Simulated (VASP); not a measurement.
# AlN (P6_3mc) in VASP: notebook

AlN is run at these levels: HF; tasks: single point, relaxation of cell and atoms.

All numbers are computed with VASP 6.6.1; they aren't measurements. Logs are shortened: lines on timing, memory, paths and dates and some standing lists are left out, and cuts for length are marked.

## Step 1: The cell of the first run

The structure is hexagonal, space group P6_3mc (No. 186). Conventional cell: a = 3.113 Å, b = 3.113 Å, c = 4.981 Å, α = 90.00°, β = 90.00°, γ = 120.00°. Al (site symmetry 3m) has 4 N at 1.89 Å within 2.5 Å. N (site symmetry 3m) has 4 Al at 1.89 Å within 2.5 Å.

## Step 2: Single point, HF

POSCAR

```
AlN
1.0
    3.1130000000      0.0000000000      0.0000000000
   -1.5565000000      2.6959370820      0.0000000000
    0.0000000000      0.0000000000      4.9810000000
Al N
2 2
Direct
    0.6666666667      0.3333333333      0.5000000000
    0.3333333333      0.6666666667      0.0000000000
    0.6666666667      0.3333333333      0.8800000000
    0.3333333333      0.6666666667      0.3800000000
```

INCAR.step1

```
SYSTEM = AlN
PREC = Accurate ; ENCUT = 520
EDIFF = 1E-5 ; ISMEAR = -1
SIGMA = 0.05 ; LREAL = .False.
LASPH = .True. ; NELM = 80
ALGO = Normal ; ISIF = 2
LWAVE = .True. ; LCHARG = .False.
GGA = PE ; NBANDS = 16
```

INCAR.step2

```
SYSTEM = AlN
PREC = Accurate ; ENCUT = 520
EDIFF = 1E-7 ; ISMEAR = -1
SIGMA = 0.05 ; LREAL = .False.
LASPH = .True. ; NELM = 80
ALGO = Normal ; ISIF = 2
LWAVE = .False. ; LCHARG = .False.
GGA = PE ; LHFCALC = .True.
AEXX = 1.0 ; ALDAC = 0.0
AGGAC = 0.0 ; PRECFOCK = Normal
ISTART = 1 ; NBANDS = 16
```

KPOINTS

```
regular mesh
0
Gamma
  6 6 3
  0 0 0
```

Potentials or basis: VASP PAW PBE potentials, release 64 (Al, N).

Started as:

```
> cat potpaw_PBE.64/Al/POTCAR potpaw_PBE.64/N/POTCAR > POTCAR
> cp INCAR.step1 INCAR
> mpirun -np 1 vasp_std > vasp.out
> cp INCAR.step2 INCAR
> mpirun -np 1 vasp_std > vasp.out
```

OUTCAR:

```text
SYSTEM = AlN
   PREC = Accurate
   ENCUT = 520
   EDIFF = 1E-7
   ISMEAR = -1
   LREAL = .False.
   LASPH = .True.
   NELM = 80
   ISIF = 2
   GGA = PE
   LHFCALC = .True.
   AEXX = 1.0
   PRECFOCK = Normal
   ISTART = 1

 ion  position               nearest neighbor table
   1  0.667  0.333  0.500-   3 1.89   4 1.89   4 1.89   4 1.89   2 3.07   2 3.07   2 3.07   2 3.07
                             2 3.07   2 3.07
   2  0.333  0.667  0.000-   4 1.89   3 1.89   3 1.89   3 1.89   1 3.07   1 3.07   1 3.07   1 3.07
                             1 3.07   1 3.07
   3  0.667  0.333  0.880-   1 1.89   2 1.89   2 1.89   2 1.89
   4  0.333  0.667  0.380-   2 1.89   1 1.89   1 1.89   1 1.89

  LATTYP: Found a hexagonal cell.
 ALAT       =     3.1130000000
 C/A-ratio  =     1.6000642467

  Lattice vectors:

 A1 = (   3.1130000000,   0.0000000000,   0.0000000000)
 A2 = (  -1.5565000000,   2.6959370820,   0.0000000000)
 A3 = (   0.0000000000,   0.0000000000,   4.9810000000)

Analysis of symmetry for initial positions (statically):
=====================================================================
 Subroutine PRICEL returns:
 Original cell was already a primitive cell.

 Routine SETGRP: Setting up the symmetry group for a
 hexagonal supercell.

 Subroutine GETGRP returns: Found 12 space group operations
 (whereof  6 operations were pure point group operations)
 out of a pool of 24 trial point group operations.

The static configuration has the point symmetry C_3v.
 The point group associated with its full space group is C_6v.

Analysis of symmetry for dynamics (positions and initial velocities):
=====================================================================
 Subroutine PRICEL returns:
 Original cell was already a primitive cell.

 Routine SETGRP: Setting up the symmetry group for a
 hexagonal supercell.

 Subroutine GETGRP returns: Found 12 space group operations
 (whereof  6 operations were pure point group operations)
 out of a pool of 24 trial point group operations.

The dynamic configuration has the point symmetry C_3v.
 The point group associated with its full space group is C_6v.

 Subroutine INISYM returns: Found 12 space group operations
 (whereof  6 operations are pure point group operations),
 and found     1 'primitive' translations

----------------------------------------------------------------------------------------

                                     Primitive cell

  volume of cell :      41.8028

  direct lattice vectors                    reciprocal lattice vectors
     3.113000000  0.000000000  0.000000000     0.321233537  0.185464269  0.000000000
    -1.556500000  2.695937082  0.000000000     0.000000000  0.370928538  0.000000000
     0.000000000  0.000000000  4.981000000     0.000000000  0.000000000  0.200762899

  length of vectors
     3.113000000  3.113000000  4.981000000     0.370928538  0.370928538  0.200762899

  position of ions in fractional coordinates (direct lattice)
     0.666666667  0.333333333  0.500000000
     0.333333333  0.666666667  0.000000000
     0.666666667  0.333333333  0.880000000
     0.333333333  0.666666667  0.380000000

  ion indices of the primitive-cell ions
   primitive index   ion index
                 1           1
                 2           2
                 3           3
                 4           4

----------------------------------------------------------------------------------------

 KPOINTS: regular mesh

Automatic generation of k-mesh.
 Grid dimensions read from file:
 generate k-points for:    6    6    3

 Generating k-lattice:

  Cartesian coordinates                     Fractional coordinates (reciprocal lattice)
     0.053538923  0.030910711  0.000000000     0.166666667  0.000000000  0.000000000
     0.000000000  0.061821423  0.000000000     0.000000000  0.166666667  0.000000000
     0.000000000  0.000000000  0.066920966     0.000000000  0.000000000  0.333333333

  Length of vectors
     0.061821423  0.061821423  0.066920966

  Shift w.r.t. Gamma in fractional coordinates (k-lattice)
     0.000000000  0.000000000  0.000000000

 Subroutine IBZKPT returns following result:
 ===========================================

 Found     14 irreducible k-points:

 Following reciprocal coordinates:
            Coordinates               Weight
  0.000000  0.000000  0.000000      1.000000
  0.166667  0.000000  0.000000      6.000000
  0.333333  0.000000  0.000000      6.000000
  0.500000  0.000000  0.000000      3.000000
  0.166667  0.166667  0.000000      6.000000
  0.333333  0.166667  0.000000     12.000000
  0.333333  0.333333  0.000000      2.000000
  0.000000  0.000000  0.333333      2.000000
  0.166667  0.000000  0.333333     12.000000
  0.333333  0.000000  0.333333     12.000000
  0.500000  0.000000  0.333333      6.000000
  0.166667  0.166667  0.333333     12.000000
  0.333333  0.166667  0.333333     24.000000
  0.333333  0.333333  0.333333      4.000000
   k-points           NKPTS =     14   k-points in BZ     NKDIM =    108   number of bands    NBANDS=     16
   number of dos      NEDOS =    301   number of ions     NIONS =      4
   total plane-waves  NPLWV =  23040
   dimension x,y,z NGX =    24 NGY =   24 NGZ =   40
   dimension x,y,z NGXF=    48 NGYF=   48 NGZF=   80
   ions per type =               2   2
   NGX,Y,Z   is equivalent  to a cutoff of  12.82, 12.82, 13.35 a.u.
   NGXF,Y,Z  is equivalent  to a cutoff of  25.63, 25.63, 26.70 a.u.
 SYSTEM =  AlN
   PREC   = accura    normal or accurate (medium, high low for compatibility)
   ISTART =      1    job   : 0-new  1-cont  2-samecut
   ICHARG =      0    charge: 1-file 2-atom 10-const
   ISPIN  =      1    spin polarized calculation?
   LNONCOLLINEAR =      F non collinear calculations
   LSORBIT =      F    spin-orbit coupling
   LASPH  =      T    aspherical Exc in radial PAW
   ENCUT  =  520.0 eV  38.22 Ry    6.18 a.u.   5.79  5.79  9.26*2*pi/ulx,y,z
   NELM   =     80;   NELMIN=  2; NELMDL=  0     # of ELM steps
   EDIFF  = 0.1E-06   stopping-criterion for ELM
   LREAL  =      F    real-space projection
   EDIFFG = 0.1E-05   stopping-criterion for IOM
   NSW    =      0    number of steps for IOM
   IBRION =     -1    ionic relax: 0-MD 1-quasi-New 2-CG
   NFREE  =      0    steps in history (QN), initial steepest desc. (CG)
   ISIF   =      2    stress and relaxation
   ISYM   =      3    0-nonsym 1-usesym 2-fastsym
   POTIM  = 0.5000    time-step for ionic-motion
   TEBEG  =    0.0;   TEEND  =   0.0 temperature during run
   PSTRESS=    0.0 pullay stress
   NELECT =      16.0000    total number of electrons
   NUPDOWN=      -1.0000    fix difference up-down
   EMIN   =  10.00;   EMAX   =-10.00  energy-range for DOS
   EFERMI =   0.00;   METHOD = LEGACY
   ISMEAR =    -1;   SIGMA  =   0.05  broadening in eV -4-tet -1-fermi 0-gaus
   EFERMI_NEDOS =   21; number of points for ismear=-14 and -15
   IALGO  =     38    algorithm
   IMIX   =      1    mixing-type and parameters
     AMIX     =   0.40;   BMIX     =  1.00
     AMIX_MAG =   1.60;   BMIX_MAG =  1.00
  volume/ion in A,a.u.               =      10.45        70.52
  Fermi-wavevector in a.u.,A,eV,Ry     =   1.188629  2.246183 19.222843  1.412839
  Thomas-Fermi vector in A             =   2.324754
   LORBIT       =      0    0 simple, 1 ext, 2 COOP (PROOUT), +10 PAW based schemes
   GGA     = PE    functional components
   LHFCALC =     T    Hartree Fock is set to
   PRECFOCK=normal    Normal, Fast or Accurate (Low or Medium for compatibility)
   ENCUT4O =  -1.0   cutoff for four orbital integrals eV
   NKREDX  =     1    reduce k-point grid by
   NKREDY  =     1    reduce k-point grid by
   NKREDZ  =     1    reduce k-point grid by
   AEXX    =    1.0000 exact exchange contribution
   HFSCREEN=    0.0000 screening length (either q_TF or 0.3 A-1)
   HFSCREENC=   0.0000 screening length for correlation (either q_TF or 0.3 A-1)
   ENCUTFOCK=  -1.0 apply spherical cutoff to Coloumb kernel
   IVDW    =     0    specifies the selected vdW correction
   LEPSILON=     F    determine dielectric tensor
   LRPA    =     F    only Hartree local field effects (RPA)
 non-spin polarized calculation
  energy-cutoff  :      520.00
  volume of cell :       41.80
 maximum number of plane-waves:      1152
 NGX is ok and might be reduce to    24
  NGX = 18; NGY = 18; NGZ = 28

 number of electron      15.9999997 magnetization

 Free energy of the ion-electron system (eV)
  ---------------------------------------------------
  ext. energy  EPLUGINS =         0.00000000
  ---------------------------------------------------
  free energy    TOTEN  =       -54.82898490 eV

  energy without entropy =      -54.82898490  energy(sigma->0) =      -54.82898490

 E-fermi :   3.1126     XC(G=0):   0.0000

 val. band max:        2.0025473916   @ k =   0.0000   0.0000   0.0000
 cond. band min:      14.3721771749   @ k =   0.0000   0.0000   0.0000
 fundamental gap:     12.3696297834
 Fermi energy:         3.1125641385

 k-point     1 :       0.0000    0.0000    0.0000
  band No.  band energies     occupation
      1     -19.2494      2.00000
      2     -16.4604      2.00000
      3      -6.0308      2.00000
      4       0.9191      2.00000
      5       0.9191      2.00000
      6       1.8198      2.00000
[... 8 lines left out ...]
     15      24.0294      0.00000
     16      25.5798      0.00000

 k-point     2 :       0.1667    0.0000    0.0000
  band No.  band energies     occupation
      1     -18.7927      2.00000
      2     -16.2031      2.00000
      3      -5.4888      2.00000
      4      -0.9673      2.00000
      5       0.1360      2.00000
      6       0.4152      2.00000
[... 8 lines left out ...]
     15      24.5730      0.00000
     16      25.2185      0.00000

 k-point     3 :       0.3333    0.0000    0.0000
  band No.  band energies     occupation
      1     -17.6196      2.00000
      2     -15.7421      2.00000
      3      -4.4318      2.00000
      4      -3.5629      2.00000
      5      -2.5208      2.00000
      6      -0.3682      2.00000
[... 8 lines left out ...]
     15      23.9299      0.00000
     16      24.7559      0.00000

 k-point     4 :       0.5000    0.0000    0.0000
  band No.  band energies     occupation
      1     -16.6898      2.00000
      2     -15.7217      2.00000
      3      -5.3866      2.00000
      4      -3.8360      2.00000
      5      -2.5149      2.00000
      6      -0.6983      2.00000
[... 8 lines left out ...]
     15      23.1882      0.00000
     16      25.8052      0.00000

 k-point     5 :       0.1667    0.1667    0.0000
  band No.  band energies     occupation
      1     -17.9686      2.00000
      2     -15.8360      2.00000
      3      -4.5317      2.00000
      4      -2.5442      2.00000
      5      -2.3073      2.00000
      6      -0.2676      2.00000
[... 8 lines left out ...]
     15      24.0970      0.00000
     16      24.9750      0.00000

 k-point     6 :       0.3333    0.1667    0.0000
  band No.  band energies     occupation
      1     -16.7703      2.00000
      2     -15.6580      2.00000
      3      -4.6671      2.00000
      4      -3.5328      2.00000
      5      -2.5827      2.00000
      6      -1.6909      2.00000
[... 8 lines left out ...]
     15      24.5476      0.00000
     16      25.6190      0.00000
[... 77 lines left out ...]
 k-point    11 :       0.5000    0.0000    0.3333
  band No.  band energies     occupation
      1     -16.4302      2.00000
      2     -15.9389      2.00000
      3      -5.8431      2.00000
      4      -5.0969      2.00000
      5      -0.7872      2.00000
      6      -0.2995      2.00000
[... 8 lines left out ...]
     15      24.5643      0.00000
     16      25.2905      0.00000

 k-point    12 :       0.1667    0.1667    0.3333
  band No.  band energies     occupation
      1     -17.5144      2.00000
      2     -16.4632      2.00000
      3      -4.2538      2.00000
      4      -3.0501      2.00000
      5      -1.0659      2.00000
      6      -0.4590      2.00000
[... 8 lines left out ...]
     15      24.4998      0.00000
     16      25.8374      0.00000

 k-point    13 :       0.3333    0.1667    0.3333
  band No.  band energies     occupation
      1     -16.4854      2.00000
      2     -15.9234      2.00000
      3      -5.2219      2.00000
      4      -4.6094      2.00000
      5      -1.8158      2.00000
      6      -0.7608      2.00000
[... 8 lines left out ...]
     15      24.5572      0.00000
     16      26.2060      0.00000

 k-point    14 :       0.3333    0.3333    0.3333
  band No.  band energies     occupation
      1     -15.9215      2.00000
      2     -15.9215      2.00000
      3      -4.6408      2.00000
      4      -4.6408      2.00000
      5      -3.3998      2.00000
      6      -2.0046      2.00000
[... 8 lines left out ...]
     15      25.7911      0.00000
     16      26.8247      0.00000

------------------------ aborting loop because EDIFF is reached ----------------------------------------

  FORCE on cell =-STRESS in cart. coord.  units (eV):
  Direction    XX          YY          ZZ          XY          YZ          ZX
  --------------------------------------------------------------------------------------
  -------------------------------------------------------------------------------------
  Total       -0.9767195     -0.9767195     -0.2184514      0.0000000     -0.0000000      0.0000000
  in kB      -37.4347591    -37.4347591     -8.3725944      0.0000000     -0.0000000      0.0000000
  external PRESSURE =     -27.7473709 kB  Pullay stress =       0.0000000 kB

 VOLUME and BASIS-vectors are now :
 -----------------------------------------------------------------------------
  energy-cutoff  :      520.00
  volume of cell :       41.80
      direct lattice vectors                 reciprocal lattice vectors
     3.113000000  0.000000000  0.000000000     0.321233537  0.185464269  0.000000000
    -1.556500000  2.695937082  0.000000000     0.000000000  0.370928538  0.000000000
     0.000000000  0.000000000  4.981000000     0.000000000  0.000000000  0.200762899

 POSITION                                       TOTAL-FORCE (eV/Angst)
 -----------------------------------------------------------------------------------
      1.55650      0.89865      2.49050         0.000000     -0.000000     -0.074217
     -0.00000      1.79729      0.00000        -0.000000     -0.000000     -0.074217
      1.55650      0.89865      4.38328         0.000000      0.000000      0.074217
     -0.00000      1.79729      1.89278        -0.000000     -0.000000      0.074217
 -----------------------------------------------------------------------------------
    total drift:                               -0.000000      0.000000     -0.000048

  FREE ENERGIE OF THE ION-ELECTRON SYSTEM (eV)
  ---------------------------------------------------
  free  energy   TOTEN  =       -54.8289849001 eV

  energy  without entropy=      -54.8289849001  energy(sigma->0) =      -54.82898490
```

Wall time 24 min (1 thread of Oxide Virtual Turin-like, shared host); peak memory 0.13 GiB.

What came out:

- Free energy: -54.8290 eV
- Pressure: -2.8 GPa
- Largest force: 0.074 eV/Å
- Band gap on the k mesh: 12.37 eV

Forces in eV/Å, atoms in the order of the input:
```
Al   0.000  0.000 -0.074
Al   0.000  0.000 -0.074
N    0.000  0.000  0.074
N    0.000  0.000  0.074
```

Levels at points of the mesh, in eV from the valence-band top:
```
           k point  band 4  band 5  band 6  band 7  band 8  band 9  band 10  band 11  band 12  band 13
(0.00, 0.00, 0.00)   -1.08   -1.08   -0.18   -0.18    0.00   12.37    13.86    19.20    20.55    21.35
(0.50, 0.00, 0.00)   -5.84   -4.52   -2.70   -2.18   -0.86   13.80    15.09    15.55    18.70    21.04
```

Caveat: the k points lie up to 0.42 Å⁻¹ apart; the PAW data sets were made with another functional, which shifts forces and pressure a little.

## Step 3: Relaxation of cell and atoms, HF

POSCAR is that of step 2.

INCAR.step1

```
SYSTEM = AlN
PREC     = Accurate       ! precision mode
ENCUT    = 600            ! plane-wave cutoff, eV
EDIFF    = 1E-5           ! SCF threshold, eV
ISMEAR   = -1             ! smearing method
SIGMA    = 0.05           ! smearing width, eV
LREAL    = .False.        ! projectors in reciprocal space
LASPH    = .True.         ! aspherical terms in the spheres
NELM     = 60             ! most SCF steps
ALGO     = Normal         ! electronic algorithm
LWAVE    = .True.         ! write WAVECAR
LCHARG   = .False.        ! write CHGCAR
GGA      = PE             ! functional
NBANDS   = 16             ! bands
```

INCAR.step2

```
SYSTEM = AlN
PREC     = Accurate       ! precision mode
ENCUT    = 600            ! plane-wave cutoff, eV
EDIFF    = 1E-7           ! SCF threshold, eV
ISMEAR   = -1             ! smearing method
SIGMA    = 0.05           ! smearing width, eV
LREAL    = .False.        ! projectors in reciprocal space
LASPH    = .True.         ! aspherical terms in the spheres
NELM     = 60             ! most SCF steps
ALGO     = Normal         ! electronic algorithm
ISIF     = 3              ! what is computed and relaxed
LWAVE    = .False.        ! write WAVECAR
LCHARG   = .False.        ! write CHGCAR
GGA      = PE             ! functional
LHFCALC  = .True.         ! exact exchange
AEXX     = 1.0            ! exact-exchange fraction
ALDAC    = 0.0          
AGGAC    = 0.0          
PRECFOCK = Normal       
IBRION   = 2              ! ionic algorithm
NSW      = 60             ! ionic steps
EDIFFG   = -0.01          ! ionic threshold
ISTART   = 1
```

KPOINTS

```
regular mesh
0
Gamma
  5 5 3
  0 0 0
```

Potentials or basis: VASP PAW PBE potentials, release 64 (Al, N).

Started as:

```
> cat potpaw_PBE.64/Al/POTCAR potpaw_PBE.64/N/POTCAR > POTCAR
> cp INCAR.step1 INCAR
> mpirun -np 1 vasp_std > vasp.out
> cp INCAR.step2 INCAR
> mpirun -np 1 vasp_std > vasp.out
```

Wall time 65 min (1 thread of Oxide Virtual Turin-like, shared host); peak memory 0.15 GiB.

It converged, with:

```yaml
Free_energy: -54.8676 eV
Relaxed_volume: 10.33 Å³/atom
Relaxed_cell: a = 3.095 Å, b = 3.095 Å, c = 4.980 Å, α = 90.00°, β = 90.00°, γ = 120.00°
Space_group_after_relaxing_to_0.1_Å: P6_3mc (No. 186)
Energy_gained_by_relaxing: 1.4 meV/atom
Ionic_steps: 7
Pressure_after_relaxing: -0.1 GPa
Band_gap_on_the_k_mesh: 12.54 eV
```

The path:
```
step  energy change (eV)  largest force (eV/Å)  pressure (GPa)  volume (Å³)
   1              0.0000                0.0752           -2.62        41.80
   2              0.0008                0.0975            3.12        40.78
   3             -0.0055                0.0056            0.06        41.30
   4             -0.0055                0.0071            0.14        41.29
   5             -0.0055                0.0131            0.00        41.32
   6             -0.0055                0.0128            0.02        41.31
   7             -0.0055                0.0015           -0.05        41.33
```

Final structure:
```
Al N
1.0
     3.09542    0.00000    0.00000
    -1.54771    2.68071    0.00000
     0.00000    0.00000    4.98035
Al N
2 2
Direct
  0.66667 0.33333 0.49980
  0.33333 0.66667 0.99980
  0.66667 0.33333 0.88020
  0.33333 0.66667 0.38020
```

Levels at points of the mesh, in eV from the valence-band top:
```tsv
k point	band 5	band 6	band 7	band 8	band 9	band 10	band 11	band 12
(0.00, 0.00, 0.00)	-1.09	-0.20	-0.20	0.00	12.54	14.05	19.28	20.66
```

Caveat: the k points lie up to 0.47 Å⁻¹ apart in the final cell; the PAW data sets were made with another functional, which shifts forces and pressure a little.
